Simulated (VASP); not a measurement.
Here is a VASP 6.6.1 calculation.

INCAR

```
PREC     = Accurate       # precision mode
ENCUT    = 520            # plane-wave cutoff, eV
EDIFF    = 1E-7           # SCF threshold, eV
ISMEAR   = -1             # smearing method
SIGMA    = 0.1            # smearing width, eV
LREAL    = False          # projectors in reciprocal space
LASPH    = True           # aspherical terms in the spheres
NELM     = 100            # most SCF steps
ALGO     = Normal         # electronic algorithm
ISIF     = 2              # what is computed and relaxed
LWAVE    = False          # write WAVECAR
LCHARG   = False          # write CHGCAR
GGA      = PS             # functional
NBANDS   = 19             # bands
```

KPOINTS

```
Automatic mesh
0
Gamma
  18 18 10
```

Contents of POSCAR:

```
Ti
1.0
    2.9011352938      0.0000000000      0.0000000000
   -1.4505676469      2.5124568643      0.0000000000
    0.0000000000      0.0000000000      4.5941931379
Ti
2
Direct
    0.3333333333      0.6666666667      0.2500000000
    0.6666666667      0.3333333333      0.7500000000
```

Potentials or basis: VASP PAW PBE potentials, release 64 (Ti_sv).

Launch:

```sh
$ cat potpaw_PBE.64/Ti_sv/POTCAR > POTCAR
$ mpirun -np 1 vasp_std > vasp.out
```

(1) Predict the band gap on the k mesh.

(2) What does it give for the pressure?

Results:

(1) zero (band 12 reaches 9.39 eV, above the bottom of band 13 at 8.28 eV).

(2) -0.3 GPa.

Caveat: the PAW data sets were made with another functional, which shifts forces and pressure a little.
